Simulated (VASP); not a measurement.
# KF (P1) in VASP: a series of runs

Runs on KF. Level: PBE. Tasks: single point.

All numbers are computed with VASP 6.6.1; they aren't measurements. Logs are shortened: lines on timing, memory, paths and dates and some standing lists are left out, and cuts for length are marked.

**1. The cell of the first run**

The typed cell holds 16 atoms: a = 6.518 Å, b = 6.518 Å, c = 6.518 Å, α = 90.00°, β = 90.00°, γ = 90.00°.

**2. Single point, PBE**

Contents of INCAR:

```
SYSTEM = KF
PREC = Accurate ; ENCUT = 520
EDIFF = 1E-6 ; ISMEAR = -1
SIGMA = 0.02 ; LREAL = Auto
LASPH = .True. ; NELM = 100
ALGO = Normal ; ISIF = 2
LWAVE = .False. ; LCHARG = .False.
GGA = PE ; NBANDS = 78
```

Contents of KPOINTS:

```
regular mesh
0
Gamma
  4 4 4
  0 0 0
```

Contents of POSCAR:

```
KF
1.0
    0.0000000000      0.0000000000      6.5179100000
    6.5179100000      0.0000000000      0.0000000000
    0.0000000000      6.5179100000      0.0000000000
K F
8 8
Direct
    0.9987578321      0.0040331792      0.0010286480
    0.4830861090      0.9959470790      0.9996955385
    0.9973953445      0.0007426180      0.5026114758
    0.5040159910      0.9841599781      0.4965597070
    0.9940176615      0.5043169376      0.9905262303
    0.4974016154      0.4931264041      0.9992277751
    0.9961513440      0.5177643647      0.5072176086
    0.4915201534      0.4665649495      0.4966658291
    0.2236267392      0.2512149955      0.2416557532
    0.7196669601      0.2482981967      0.2473516529
    0.2324535742      0.2578442366      0.7269432811
    0.7691153711      0.2364154526      0.7468519319
    0.2478851468      0.7607671583      0.2377731786
    0.7464108007      0.7404543053      0.2381709167
    0.2390573984      0.7455825985      0.7323220227
    0.7404686440      0.7328469132      0.7144645692
```

Potentials or basis: VASP PAW PBE potentials, release 64 (K_sv, F).

Launch:

```console
$ cat potpaw_PBE.64/K_sv/POTCAR potpaw_PBE.64/F/POTCAR > POTCAR
$ mpirun -np 1 vasp_std > vasp.out
```

OUTCAR:

```text
SYSTEM = KF
   PREC = Accurate
   ENCUT = 520
   EDIFF = 1E-6
   ISMEAR = -1
   LREAL = Auto
   LASPH = .True.
   NELM = 100
   ISIF = 2
   GGA = PE

 ion  position               nearest neighbor table
   1  0.999  0.004  0.001-   9 2.68  12 2.70  13 2.74  14 2.84   2 3.16   3 3.25   5 3.26   5 3.26
                             3 3.27   2 3.36
   2  0.483  0.996  1.000-  13 2.67  10 2.77   9 2.85  14 2.85   1 3.16   6 3.24   4 3.24   6 3.28
                             4 3.28   1 3.36
   3  0.997  0.001  0.503-  12 2.67  11 2.70  15 2.74   9 2.78  16 2.79  13 2.84   7 3.15   4 3.22
                             1 3.25   1 3.27   4 3.30   7 3.37
   4  0.504  0.984  0.497-  16 2.66  10 2.75  13 2.78  15 2.79  14 2.80   8 3.15   3 3.22   2 3.24
                             2 3.28   3 3.30   8 3.37
   5  0.994  0.504  0.991-  14 2.75   9 2.76  12 2.78  15 2.80  11 2.82  13 2.85   7 3.15   6 3.24
                             1 3.26   1 3.26   6 3.28   7 3.37
   6  0.497  0.493  0.999-  10 2.69  14 2.77  13 2.85   9 2.86   5 3.24   2 3.24   8 3.25   2 3.28
                             8 3.28   5 3.28
   7  0.996  0.518  0.507-  16 2.56  15 2.62  11 2.70  14 2.80  12 2.83   3 3.15   5 3.15   8 3.25
                             8 3.31   5 3.37   3 3.37
   8  0.492  0.467  0.497-  10 2.62  11 2.64  16 2.77   9 2.79   4 3.15   7 3.25   6 3.25   6 3.28
                             7 3.31   4 3.37
   9  0.224  0.251  0.242-   1 2.68   5 2.76   3 2.78   8 2.79   2 2.85   6 2.86
  10  0.720  0.248  0.247-   8 2.62   6 2.69   4 2.75   2 2.77
  11  0.232  0.258  0.727-   8 2.64   7 2.70   3 2.70   5 2.82
  12  0.769  0.236  0.747-   3 2.67   1 2.70   5 2.78   7 2.83
  13  0.248  0.761  0.238-   2 2.67   1 2.74   4 2.78   3 2.84   6 2.85   5 2.85
  14  0.746  0.740  0.238-   5 2.75   6 2.77   7 2.80   4 2.80   1 2.84   2 2.85
  15  0.239  0.746  0.732-   7 2.62   3 2.74   4 2.79   5 2.80
  16  0.740  0.733  0.714-   7 2.56   4 2.66   8 2.77   3 2.79

  LATTYP: Found a simple cubic cell.
 ALAT       =     6.5179100000

  Lattice vectors:

 A1 = (   0.0000000000,   0.0000000000,   6.5179100000)
 A2 = (   6.5179100000,   0.0000000000,   0.0000000000)
 A3 = (   0.0000000000,   6.5179100000,   0.0000000000)

Analysis of symmetry for initial positions (statically):
=====================================================================
 Subroutine PRICEL returns:
 Original cell was already a primitive cell.

 Routine SETGRP: Setting up the symmetry group for a
 simple cubic supercell.

 Subroutine GETGRP returns: Found  1 space group operations
 (whereof  1 operations were pure point group operations)
 out of a pool of 48 trial point group operations.

The static configuration has the point symmetry C_1 .

Analysis of symmetry for dynamics (positions and initial velocities):
=====================================================================
 Subroutine PRICEL returns:
 Original cell was already a primitive cell.

 Routine SETGRP: Setting up the symmetry group for a
 simple cubic supercell.

 Subroutine GETGRP returns: Found  1 space group operations
 (whereof  1 operations were pure point group operations)
 out of a pool of 48 trial point group operations.

The dynamic configuration has the point symmetry C_1 .

 Subroutine INISYM returns: Found  1 space group operations
 (whereof  1 operations are pure point group operations),
 and found     1 'primitive' translations

----------------------------------------------------------------------------------------

                                     Primitive cell

  volume of cell :     276.9014

  direct lattice vectors                    reciprocal lattice vectors
     0.000000000  0.000000000  6.517910000     0.000000000  0.000000000  0.153423413
     6.517910000  0.000000000  0.000000000     0.153423413  0.000000000  0.000000000
     0.000000000  6.517910000  0.000000000     0.000000000  0.153423413  0.000000000

  length of vectors
     6.517910000  6.517910000  6.517910000     0.153423413  0.153423413  0.153423413

  position of ions in fractional coordinates (direct lattice)
     0.998757832  0.004033179  0.001028648
     0.483086109  0.995947079  0.999695538
     0.997395344  0.000742618  0.502611476
     0.504015991  0.984159978  0.496559707
     0.994017662  0.504316938  0.990526230
     0.497401615  0.493126404  0.999227775
[... 8 lines left out ...]
     0.239057398  0.745582599  0.732322023
     0.740468644  0.732846913  0.714464569

  ion indices of the primitive-cell ions
   primitive index   ion index
                 1           1
                 2           2
                 3           3
                 4           4
                 5           5
                 6           6
[... 8 lines left out ...]
                15          15
                16          16

----------------------------------------------------------------------------------------

 KPOINTS: regular mesh

Automatic generation of k-mesh.
 Grid dimensions read from file:
 generate k-points for:    4    4    4

 Generating k-lattice:

  Cartesian coordinates                     Fractional coordinates (reciprocal lattice)
     0.000000000  0.000000000  0.038355853     0.250000000  0.000000000  0.000000000
     0.038355853  0.000000000  0.000000000     0.000000000  0.250000000  0.000000000
     0.000000000  0.038355853  0.000000000     0.000000000  0.000000000  0.250000000

  Length of vectors
     0.038355853  0.038355853  0.038355853

  Shift w.r.t. Gamma in fractional coordinates (k-lattice)
     0.000000000  0.000000000  0.000000000

 Subroutine IBZKPT returns following result:
 ===========================================

 Found     36 irreducible k-points:

 Following reciprocal coordinates:
            Coordinates               Weight
  0.000000  0.000000  0.000000      1.000000
  0.250000  0.000000  0.000000      2.000000
  0.000000  0.250000  0.000000      2.000000
  0.000000  0.000000  0.250000      2.000000
  0.500000  0.000000  0.000000      1.000000
  0.000000  0.500000  0.000000      1.000000
[... 16 lines left out ...]
  0.250000  0.250000  0.250000      2.000000
 -0.250000  0.250000  0.250000      2.000000
 [... further k-points ...]
   k-points           NKPTS =     36   k-points in BZ     NKDIM =     36   number of bands    NBANDS=     78
   number of dos      NEDOS =    301   number of ions     NIONS =     16
   total plane-waves  NPLWV = 110592
   dimension x,y,z NGX =    48 NGY =   48 NGZ =   48
   dimension x,y,z NGXF=    96 NGYF=   96 NGZF=   96
   ions per type =               8   8
   NGX,Y,Z   is equivalent  to a cutoff of  12.24, 12.24, 12.24 a.u.
   NGXF,Y,Z  is equivalent  to a cutoff of  24.49, 24.49, 24.49 a.u.
 SYSTEM =  KF
   PREC   = accura    normal or accurate (medium, high low for compatibility)
   ISTART =      0    job   : 0-new  1-cont  2-samecut
   ICHARG =      2    charge: 1-file 2-atom 10-const
   ISPIN  =      1    spin polarized calculation?
   LNONCOLLINEAR =      F non collinear calculations
   LSORBIT =      F    spin-orbit coupling
   LASPH  =      T    aspherical Exc in radial PAW
   ENCUT  =  520.0 eV  38.22 Ry    6.18 a.u.  12.12 12.12 12.12*2*pi/ulx,y,z
   NELM   =    100;   NELMIN=  2; NELMDL= -5     # of ELM steps
   EDIFF  = 0.1E-05   stopping-criterion for ELM
   LREAL  =      T    real-space projection
   EDIFFG = 0.1E-04   stopping-criterion for IOM
   NSW    =      0    number of steps for IOM
   IBRION =     -1    ionic relax: 0-MD 1-quasi-New 2-CG
   NFREE  =      0    steps in history (QN), initial steepest desc. (CG)
   ISIF   =      2    stress and relaxation
   ISYM   =      2    0-nonsym 1-usesym 2-fastsym
   POTIM  = 0.5000    time-step for ionic-motion
   TEBEG  =    0.0;   TEEND  =   0.0 temperature during run
   PSTRESS=    0.0 pullay stress
   NELECT =     128.0000    total number of electrons
   NUPDOWN=      -1.0000    fix difference up-down
   EMIN   =  10.00;   EMAX   =-10.00  energy-range for DOS
   EFERMI =   0.00;   METHOD = LEGACY
   ISMEAR =    -1;   SIGMA  =   0.02  broadening in eV -4-tet -1-fermi 0-gaus
   EFERMI_NEDOS =   21; number of points for ismear=-14 and -15
   IALGO  =     38    algorithm
   IMIX   =      4    mixing-type and parameters
     AMIX     =   0.40;   BMIX     =  1.00
     AMIX_MAG =   1.60;   BMIX_MAG =  1.00
  volume/ion in A,a.u.               =      17.31       116.79
  Fermi-wavevector in a.u.,A,eV,Ry     =   1.265814  2.392041 21.800402  1.602284
  Thomas-Fermi vector in A             =   2.399047
   LORBIT       =      0    0 simple, 1 ext, 2 COOP (PROOUT), +10 PAW based schemes
   GGA     = PE    functional components
[... 5 lines left out ...]
 non-spin polarized calculation
  energy-cutoff  :      520.00
  volume of cell :      276.90
 maximum number of plane-waves:      7568
   NGX = 25   NGY = 25   NGZ = 25

 number of electron     127.9999993 magnetization

 Free energy of the ion-electron system (eV)
  ---------------------------------------------------
  ext. energy  EPLUGINS =         0.00000000
  ---------------------------------------------------
  free energy    TOTEN  =       -64.53425368 eV

  energy without entropy =      -64.53425368  energy(sigma->0) =      -64.53425368

 E-fermi :  -1.4701     XC(G=0):  -9.0138

 val. band max:       -2.0278595135   @ k =   0.0000   0.0000   0.0000
 cond. band min:       4.1824995914   @ k =   0.0000   0.0000   0.0000
 fundamental gap:      6.2103591049
 Fermi energy:        -1.4700839570

 k-point     1 :       0.0000    0.0000    0.0000
  band No.  band energies     occupation
      1     -29.1908      2.00000
      2     -29.0583      2.00000
      3     -28.9605      2.00000
      4     -28.9096      2.00000
      5     -28.8443      2.00000
      6     -28.7421      2.00000
[... 68 lines left out ...]
     75       7.2648      0.00000
     76       7.2996      0.00000

 k-point     2 :       0.2500    0.0000    0.0000
  band No.  band energies     occupation
      1     -29.1834      2.00000
      2     -29.0524      2.00000
      3     -28.9682      2.00000
      4     -28.9031      2.00000
      5     -28.8507      2.00000
      6     -28.7373      2.00000
[... 1730 lines left out ...]
 k-point    24 :      -0.2500    0.2500    0.2500
  band No.  band energies     occupation
      1     -29.1652      2.00000
      2     -29.0614      2.00000
      3     -28.9490      2.00000
      4     -28.9003      2.00000
      5     -28.8612      2.00000
      6     -28.7519      2.00000
[... 68 lines left out ...]
     75       7.4971      0.00000
     76       7.5272      0.00000

 [... further k-points ...]

 [bands above 76 left out]

------------------------ aborting loop because EDIFF is reached ----------------------------------------

  FORCE on cell =-STRESS in cart. coord.  units (eV):
  Direction    XX          YY          ZZ          XY          YZ          ZX
  --------------------------------------------------------------------------------------
  -------------------------------------------------------------------------------------
  Total        0.9953833      0.8898184      0.9780928      0.0873380     -0.0682262     -0.1275818
  in kB        5.7593816      5.1485732      5.6593373      0.5053460     -0.3947632     -0.7382002
  external PRESSURE =       5.5224307 kB  Pullay stress =       0.0000000 kB

 VOLUME and BASIS-vectors are now :
 -----------------------------------------------------------------------------
  energy-cutoff  :      520.00
  volume of cell :      276.90
      direct lattice vectors                 reciprocal lattice vectors
     0.000000000  0.000000000  6.517910000     0.000000000  0.000000000  0.153423413
     6.517910000  0.000000000  0.000000000     0.153423413  0.000000000  0.000000000
     0.000000000  6.517910000  0.000000000     0.000000000  0.153423413  0.000000000

 POSITION                                       TOTAL-FORCE (eV/Angst)
 -----------------------------------------------------------------------------------
      0.02629      0.00670      6.50981         0.003458      0.009918     -0.201472
      6.49149      6.51593      3.14871        -0.019751     -0.061538      0.170758
      0.00484      3.27598      6.50093         0.148129     -0.152256      0.023547
      6.41467      3.23653      3.28513        -0.175702     -0.060161     -0.082352
      3.28709      6.45616      6.47892        -0.042338      0.137638     -0.000385
      3.21415      6.51288      3.24202         0.089243     -0.051298     -0.043894
[... 8 lines left out ...]
      4.85964      4.77321      1.55815         0.146840      0.249084      0.122821
      4.77663      4.65682      4.82631         0.108506      0.421646     -0.117164
 -----------------------------------------------------------------------------------
    total drift:                                0.011216      0.010170     -0.007981

  FREE ENERGIE OF THE ION-ELECTRON SYSTEM (eV)
  ---------------------------------------------------
  free  energy   TOTEN  =       -64.5342536811 eV

  energy  without entropy=      -64.5342536811  energy(sigma->0) =      -64.53425368
```

Wall time 6.9 min (1 thread of Intel Xeon 6975P-C (Granite Rapids), shared host); peak memory 0.61 GiB.

What came out:

```
Free energy            : -64.5343 eV
Pressure               : 0.6 GPa
Largest force          : 0.496 eV/Å
Band gap on the k mesh : 6.21 eV, direct
```

Forces in eV/Å, atoms in the order of the input:
```
K    0.003  0.010 -0.201
K   -0.020 -0.062  0.171
K    0.148 -0.152  0.024
K   -0.176 -0.060 -0.082
K   -0.042  0.138  0.000
K    0.089 -0.051 -0.044
K   -0.296 -0.394 -0.032
K    0.306 -0.037  0.021
F    0.034 -0.142  0.129
F   -0.155 -0.109  0.085
F   -0.180  0.318  0.335
F    0.028  0.097 -0.405
F   -0.111 -0.039  0.021
F    0.117 -0.187 -0.027
F    0.147  0.249  0.123
F    0.109  0.422 -0.117
```

Stress tensor (GPa, compression positive):
```
 0.58  0.05 -0.07
 0.05  0.51 -0.04
-0.07 -0.04  0.57
```

**3. Single point, PBE (dynamics (nvt langevin) at 200 K, volume x 1.0, from the last frame before)**

Contents of INCAR:

```
SYSTEM = KF
PREC     = Accurate       ! precision mode
ENCUT    = 520            ! plane-wave cutoff, eV
EDIFF    = 1E-6           ! SCF threshold, eV
ISMEAR   = -1             ! smearing method
SIGMA    = 0.02           ! smearing width, eV
LREAL    = Auto         
LASPH    = .True.         ! aspherical terms in the spheres
NELM     = 100            ! most SCF steps
ALGO     = Normal         ! electronic algorithm
ISIF     = 2              ! what is computed and relaxed
LWAVE    = .False.        ! write WAVECAR
LCHARG   = .False.        ! write CHGCAR
GGA      = PE             ! functional
NBANDS   = 78             ! bands
```

Contents of KPOINTS:

```
Automatic mesh
0
Gamma
  2 2 2
  0.5 0.5 0.5
```

Contents of POSCAR:

```
KF
1.0
    0.0000000000      0.0000000000      6.5179100000
    6.5179100000      0.0000000000      0.0000000000
    0.0000000000      6.5179100000      0.0000000000
K F
8 8
Direct
   -0.0030907147      0.0075737468      0.0050691096
    0.4888858545     -0.0020913145      0.0055933574
   -0.0063501951      0.0047564327      0.5033009047
    0.5018828121     -0.0106610861      0.4946907828
   -0.0036125077      0.5049459106     -0.0049193683
    0.5063026338      0.4971032125     -0.0040499178
   -0.0076177793      0.5100252995      0.5010590818
    0.4965522691      0.4782011412      0.4963123148
    0.2370508338      0.2535634889      0.2423276787
    0.7135954623      0.2673815686      0.2562749409
    0.2439805091      0.2525395410      0.7213562323
    0.7604064800      0.2395752626      0.7575709085
    0.2399987112      0.7526777755      0.2179583640
    0.7446591008      0.7390146535      0.2347936685
    0.2443224899      0.7395654435      0.7461031220
    0.7546449706      0.7317489809      0.7220483253
```

Potentials or basis: VASP PAW PBE potentials, release 64 (K_sv, F).

Launch:

```console
$ cat potpaw_PBE.64/K_sv/POTCAR potpaw_PBE.64/F/POTCAR > POTCAR
$ mpirun -np 1 vasp_std > vasp.out
```

Run time: 63 s. Hardware: 1 thread of Intel Xeon 6975P-C (Granite Rapids), shared host; peak memory 0.33 GiB.

It converged, with:

- Free energy: -64.5315 eV
- Pressure: 0.5 GPa
- Largest force: 0.623 eV/Å
- Band gap on the k mesh: 7.38 eV, direct

Forces in eV/Å, atoms in the order of the input:
```
K   -0.075 -0.100 -0.056
K    0.001 -0.184  0.037
K    0.013 -0.022  0.111
K   -0.134  0.091 -0.136
K   -0.004 -0.014  0.109
K    0.069 -0.103 -0.196
K   -0.144 -0.197  0.139
K    0.287  0.070 -0.188
F   -0.116 -0.112 -0.084
F   -0.472 -0.101  0.394
F   -0.206  0.277  0.107
F   -0.071 -0.029 -0.192
F    0.062  0.340  0.079
F    0.331 -0.014 -0.023
F    0.221 -0.135  0.091
F    0.239  0.233 -0.193
```

Stress tensor (GPa, compression positive):
```
 0.51  0.13 -0.13
 0.13  0.59 -0.11
-0.13 -0.11  0.55
```

Levels at points of the mesh, in eV from the valence-band top:
| k point | band 61 | band 62 | band 63 | band 64 | band 65 | band 66 | band 67 | band 68 |
| --- | --- | --- | --- | --- | --- | --- | --- | --- |
| (0.25, 0.25, 0.25) | -0.08 | -0.06 | -0.04 | -0.01 | 7.38 | 8.88 | 8.90 | 8.99 |

 A k mesh can miss the band edges.

**4. Single point, PBE (dynamics (nvt langevin) at 200 K, volume x 1.0, from the last frame before)**

Contents of INCAR:

```
PREC = Accurate ; ENCUT = 520
EDIFF = 1E-6 ; ISMEAR = -1
SIGMA = 0.02 ; LREAL = Auto
LASPH = T ; NELM = 100
ALGO = Normal ; ISIF = 2
LWAVE = F ; LCHARG = F
GGA = PE ; NBANDS = 78
```

KPOINTS is that of step 3.

Contents of POSCAR:

```
KF
1.0
    0.0000000000      0.0000000000      6.5179100000
    6.5179100000      0.0000000000      0.0000000000
    0.0000000000      6.5179100000      0.0000000000
K F
8 8
Direct
   -0.0012421160      0.0040331947      0.0010287040
    0.4830861426     -0.0040529863     -0.0003043921
   -0.0026046693      0.0007425693      0.5026114199
    0.5040160113     -0.0158400469      0.4965596334
   -0.0059822857      0.5043168746     -0.0094737423
    0.4974016211      0.4931264777     -0.0007721800
   -0.0038486263      0.5177644368      0.5072176511
    0.4915201345      0.4665648958      0.4966658024
    0.2236267454      0.2512150367      0.2416556841
    0.7196668871      0.2482981508      0.2473516818
    0.2324535012      0.2578443090      0.7269432993
    0.7691154066      0.2364155074      0.7468519817
    0.2478851350      0.7607671784      0.2377731512
    0.7464107360      0.7404543788      0.2381709781
    0.2390574586      0.7455825564      0.7323220173
    0.7404686472      0.7328468788      0.7144646060
```

Launch:

```console
$ cat potpaw_PBE.64/K_sv/POTCAR potpaw_PBE.64/F/POTCAR > POTCAR
$ mpirun -np 1 vasp_std > vasp.out
```

Wall time 63 s (1 thread of Intel Xeon 6975P-C (Granite Rapids), shared host); peak memory 0.33 GiB.

It converged, with:

```
Free energy            : -64.5365 eV
Pressure               : 0.5 GPa
Largest force          : 0.496 eV/Å
Band gap on the k mesh : 7.43 eV, indirect (the least direct gap lies 2.1 meV higher)
```

Forces in eV/Å, atoms in the order of the input:
```
K    0.003  0.010 -0.201
K   -0.020 -0.062  0.171
K    0.148 -0.152  0.024
K   -0.176 -0.060 -0.082
K   -0.042  0.138  0.000
K    0.089 -0.052 -0.044
K   -0.296 -0.394 -0.032
K    0.306 -0.037  0.021
F    0.033 -0.142  0.129
F   -0.156 -0.109  0.086
F   -0.180  0.318  0.335
F    0.028  0.097 -0.405
F   -0.111 -0.039  0.021
F    0.117 -0.187 -0.027
F    0.147  0.249  0.123
F    0.109  0.422 -0.117
```

Stress tensor (GPa, compression positive):
```
 0.57  0.05 -0.07
 0.05  0.51 -0.04
-0.07 -0.04  0.56
```

Levels at points of the mesh, in eV from the valence-band top:
```
           k point  band 61  band 62  band 63  band 64  band 65  band 66  band 67  band 68
(0.25, 0.25, 0.25)    -0.05    -0.03    -0.01     0.00     7.43     8.90     9.02     9.05
```

 A k mesh can miss the band edges.
